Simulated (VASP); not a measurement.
# LiCl (Fm-3m) in VASP: notebook

LiCl is run at these levels: LDA, r2SCAN+D3(BJ), r2SCAN, PBE; tasks: single point.

Program: VASP 6.6.1. These are calculated values, not measurements. Logs are shortened: lines on timing, memory, paths and dates and some standing lists are left out, and cuts for length are marked.

## (1) The cell of the first run

The structure is cubic, space group Fm-3m (No. 225). Conventional cell: a = 5.357 Å, b = 5.357 Å, c = 5.357 Å, α = 90.00°, β = 90.00°, γ = 90.00°. Within 3.5 Å of Li (site symmetry m-3m) lie 6 Cl at 2.68 Å. Cl (site symmetry m-3m) has 6 Li at 2.68 Å within 3.5 Å.

## (2) Single point, LDA

Input file INCAR:

```
PREC     = Accurate       # precision mode
ENCUT    = 520            # plane-wave cutoff, eV
EDIFF    = 1E-6           # SCF threshold, eV
ISMEAR   = 0              # smearing method
SIGMA    = 0.1            # smearing width, eV
LREAL    = False          # projectors in reciprocal space
LASPH    = True           # aspherical terms in the spheres
NELM     = 80             # most SCF steps
ALGO     = Normal         # electronic algorithm
ISIF     = 2              # what is computed and relaxed
LWAVE    = False          # write WAVECAR
LCHARG   = True           # write CHGCAR
LELF     = True           # ELF
LVHAR    = True         
NBANDS   = 12             # bands
ISYM     = 0
```

Input file KPOINTS:

```
Automatic mesh
0
Gamma
  7 8 1
```

Input file POSCAR:

```
LiCl
1.0
    0.0000000000      2.6787061058      2.6787061058
    2.6787061058      0.0000000000      2.6787061058
    2.6787061058      2.6787061058      0.0000000000
Li Cl
1 1
Direct
    0.0000000000      0.0000000000      0.0000000000
    0.5000000000      0.5000000000      0.5000000000
```

Potentials or basis: VASP PAW LDA potentials, release 64 (Li_sv, Cl).

Launch:

```sh
$ cat potpaw_LDA.64/Li_sv/POTCAR potpaw_LDA.64/Cl/POTCAR > POTCAR
$ mpirun -np 1 vasp_std > vasp.out
```

OUTCAR:

```text
PREC = Accurate
   ENCUT = 520
   EDIFF = 1E-6
   ISMEAR = 0
   LREAL = False
   LASPH = True
   NELM = 80
   ISIF = 2
   ISYM = 0

 ion  position               nearest neighbor table
   1  0.000  0.000  0.000-
   2  0.500  0.500  0.500-

IMPORTANT INFORMATION: All symmetrisations will be switched off!
NOSYMM: (Re-)initialisation of all symmetry stuff for point group C_1.

----------------------------------------------------------------------------------------

                                     Primitive cell

  volume of cell :      38.4419

  direct lattice vectors                    reciprocal lattice vectors
     0.000000000  2.678706106  2.678706106    -0.186657282  0.186657282  0.186657282
     2.678706106  0.000000000  2.678706106     0.186657282 -0.186657282  0.186657282
     2.678706106  2.678706106  0.000000000     0.186657282  0.186657282 -0.186657282

  length of vectors
     3.788262504  3.788262504  3.788262504     0.323299895  0.323299895  0.323299895

  position of ions in fractional coordinates (direct lattice)
     0.000000000  0.000000000  0.000000000
     0.500000000  0.500000000  0.500000000

  ion indices of the primitive-cell ions
   primitive index   ion index
                 1           1
                 2           2

----------------------------------------------------------------------------------------

 KPOINTS: Automatic mesh

Automatic generation of k-mesh.
 Grid dimensions read from file:
 generate k-points for:    7    8    1

 Generating k-lattice:

  Cartesian coordinates                     Fractional coordinates (reciprocal lattice)
    -0.026665326  0.026665326  0.026665326     0.142857143  0.000000000  0.000000000
     0.023332160 -0.023332160  0.023332160     0.000000000  0.125000000  0.000000000
     0.186657282  0.186657282 -0.186657282     0.000000000  0.000000000  1.000000000

  Length of vectors
     0.046185699  0.040412487  0.323299895

  Shift w.r.t. Gamma in fractional coordinates (k-lattice)
     0.000000000  0.000000000  0.000000000

 -----------------------------------------------------------------------------
|                                                                             |
|           W    W    AA    RRRRR   N    N  II  N    N   GGGG   !!!           |
|           W    W   A  A   R    R  NN   N  II  NN   N  G    G  !!!           |
|           W    W  A    A  R    R  N N  N  II  N N  N  G       !!!           |
|           W WW W  AAAAAA  RRRRR   N  N N  II  N  N N  G  GGG   !            |
|           WW  WW  A    A  R   R   N   NN  II  N   NN  G    G                |
[... 79 lines left out ...]
   EFERMI =   0.00;   METHOD = LEGACY
   ISMEAR =     0;   SIGMA  =   0.10  broadening in eV -4-tet -1-fermi 0-gaus
   EFERMI_NEDOS =   21; number of points for ismear=-14 and -15
   IALGO  =     38    algorithm
   IMIX   =      4    mixing-type and parameters
     AMIX     =   0.40;   BMIX     =  1.00
     AMIX_MAG =   1.60;   BMIX_MAG =  1.00
  volume/ion in A,a.u.               =      19.22       129.71
  Fermi-wavevector in a.u.,A,eV,Ry     =   1.045056  1.974870 14.859508  1.092143
  Thomas-Fermi vector in A             =   2.179836
   LORBIT       =      0    0 simple, 1 ext, 2 COOP (PROOUT), +10 PAW based schemes
   GGA     = CA    functional components
   LHFCALC =     F    Hartree Fock is set to
   AEXX    =    0.0000 exact exchange contribution
   IVDW    =     0    specifies the selected vdW correction
   LEPSILON=     F    determine dielectric tensor
   LRPA    =     F    only Hartree local field effects (RPA)
 non-spin polarized calculation
 Gauss-broadening in eV      SIGMA  =   0.10
  energy-cutoff  :      520.00
  volume of cell :       38.44
 maximum number of plane-waves:      1056
   NGX = 15   NGY = 15   NGZ = 15

 number of electron      10.0000000 magnetization

 number of electron       9.9999988 magnetization

 Free energy of the ion-electron system (eV)
  ---------------------------------------------------
  ext. energy  EPLUGINS =         0.00000000
  ---------------------------------------------------
  free energy    TOTEN  =        -6.91341054 eV

  energy without entropy =       -6.91341054  energy(sigma->0) =       -6.91341054

 E-fermi :   0.4879     XC(G=0):  -8.5486

 val. band max:       -0.1377767654   @ k =   0.0000   0.0000   0.0000
 cond. band min:       4.9663048228   @ k =   0.0000   0.0000   0.0000
 fundamental gap:      5.1040815882
 Fermi energy:         0.4878742718

 k-point     1 :       0.0000    0.0000    0.0000
  band No.  band energies     occupation
      1     -43.2812      2.00000
      2     -13.0888      2.00000
      3      -0.2384      2.00000
      4      -0.2219      2.00000
      5      -0.1378      2.00000
      6       4.9663      0.00000
      7      11.1822      0.00000
      8      11.1914      0.00000
      9      11.3145      0.00000
     10      12.8873      0.00000
     11      12.9010      0.00000
     12      12.9346      0.00000
[... 331 lines left out ...]
 k-point    24 :      -0.2857    0.3750    0.0000
  band No.  band energies     occupation
      1     -43.2792      2.00000
      2     -12.5195      2.00000
      3      -2.2636      2.00000
      4      -1.7986      2.00000
      5      -0.6736      2.00000
      6       7.3506      0.00000
      7       9.0335      0.00000
      8       9.8607      0.00000
      9       9.8763      0.00000
     10      13.2808      0.00000
     11      15.2066      0.00000
     12      16.5607      0.00000

 [... further k-points ...]

------------------------ aborting loop because EDIFF is reached ----------------------------------------

  FORCE on cell =-STRESS in cart. coord.  units (eV):
  Direction    XX          YY          ZZ          XY          YZ          ZX
  --------------------------------------------------------------------------------------
  -------------------------------------------------------------------------------------
  Total        0.9327851      0.9327884     -1.1326989      1.7064615      0.0000964     -0.0000916
  in kB       38.8764841     38.8766237    -47.2084622     71.1216603      0.0040197     -0.0038182
  external PRESSURE =      10.1815485 kB  Pullay stress =       0.0000000 kB

 VOLUME and BASIS-vectors are now :
 -----------------------------------------------------------------------------
  energy-cutoff  :      520.00
  volume of cell :       38.44
      direct lattice vectors                 reciprocal lattice vectors
     0.000000000  2.678706106  2.678706106    -0.186657282  0.186657282  0.186657282
     2.678706106  0.000000000  2.678706106     0.186657282 -0.186657282  0.186657282
     2.678706106  2.678706106  0.000000000     0.186657282  0.186657282 -0.186657282

 POSITION                                       TOTAL-FORCE (eV/Angst)
 -----------------------------------------------------------------------------------
      0.00000      0.00000      0.00000         0.000001      0.000000      0.000001
      2.67871      2.67871      2.67871        -0.000001     -0.000000     -0.000001
 -----------------------------------------------------------------------------------
    total drift:                               -0.000002      0.000003      0.000001

  FREE ENERGIE OF THE ION-ELECTRON SYSTEM (eV)
  ---------------------------------------------------
  free  energy   TOTEN  =        -6.9134105370 eV

  energy  without entropy=       -6.9134105370  energy(sigma->0) =       -6.91341054
```

Wall time 9.2 s (1 thread of AMD EPYC 7R13 (Zen 3), shared host); peak memory 0.11 GiB.

The run converged, but its numbers aren't listed here, since they failed a check.

Caveat: the k points lie up to 2.03 Å⁻¹ apart; the cutoff is under 1.25 times the usual one of these potentials, so pressure, stress and relaxed cells hold a basis-set (Pulay) error.

## (3) Single point, r2SCAN+D3(BJ)

This run uses another cell than the first one, of 16.43 Å³/atom, 0.855 times its volume.

Input file POSCAR:

```
LiCl
1.0
    0.0000000000      2.5421223390      2.5421223390
    2.5421223390      0.0000000000      2.5421223390
    2.5421223390      2.5421223390      0.0000000000
Li Cl
1 1
Direct
    0.0000000000      0.0000000000      0.0000000000
    0.5000000000      0.5000000000      0.5000000000
```

Input file INCAR.step1:

```
  PREC = Accurate
  ENCUT = 520
  ISMEAR = 0
  SIGMA = 0.1
  LREAL = F
  LASPH = T
  NELM = 100
  NBANDS = 12
  GGA = PE
  ALGO = Normal
  EDIFF = 1E-4
  LWAVE = T
  LCHARG = F
```

Input file INCAR.step2:

```
  PREC = Accurate
  ENCUT = 520
  EDIFF = 1E-6
  ISMEAR = 0
  SIGMA = 0.1
  LREAL = F
  LASPH = T
  NELM = 100
  ALGO = Normal
  ISIF = 2
  LWAVE = F
  LCHARG = T
  METAGGA = R2SCAN
  LMIXTAU = T
  IVDW = 12
  VDW_S6 = 1.0
  VDW_S8 = 0.78981345
  VDW_A1 = 0.49484001
  VDW_A2 = 5.73083694
  LELF = T
  LVHAR = T
  NBANDS = 12
  ISTART = 1
```

Input file KPOINTS:

```
Automatic mesh
0
Gamma
  8 8 8
```

Potentials or basis: VASP PAW PBE potentials, release 64 (Li_sv, Cl).

Launch:

```sh
$ cat potpaw_PBE.64/Li_sv/POTCAR potpaw_PBE.64/Cl/POTCAR > POTCAR
$ cp INCAR.step1 INCAR
$ mpirun -np 1 vasp_std > vasp.out
$ cp INCAR.step2 INCAR
$ mpirun -np 1 vasp_std > vasp.out
```

It took 50 s on 1 thread of AMD EPYC 7R13 (Zen 3), shared host; peak memory 0.14 GiB.

It converged, with:

| Item | Value |
| --- | --- |
| Free energy | -12.8059 eV |
| Band gap on the k mesh | 7.47 eV, direct |
| Dispersion energy per atom | -0.109 eV |

Levels at points of the mesh, in eV from the valence-band top:
```
           k point  band 3  band 4  band 5  band 6  band 7  band 8
(0.00, 0.00, 0.00)    0.00    0.00    0.00    7.47   12.68   12.68
(0.50, 0.00, 0.00)   -2.95   -0.29   -0.29    7.57   10.32   10.32
(0.50, 0.50, 0.00)   -3.06   -1.18   -1.18    8.83    8.89   13.82
```

Caveat: the cutoff is under 1.25 times the usual one of these potentials, so pressure, stress and relaxed cells hold a basis-set (Pulay) error; the PAW data sets were made with another functional, which shifts forces and pressure a little. A k mesh can miss the band edges.

(Continued in part 2 of 2.)
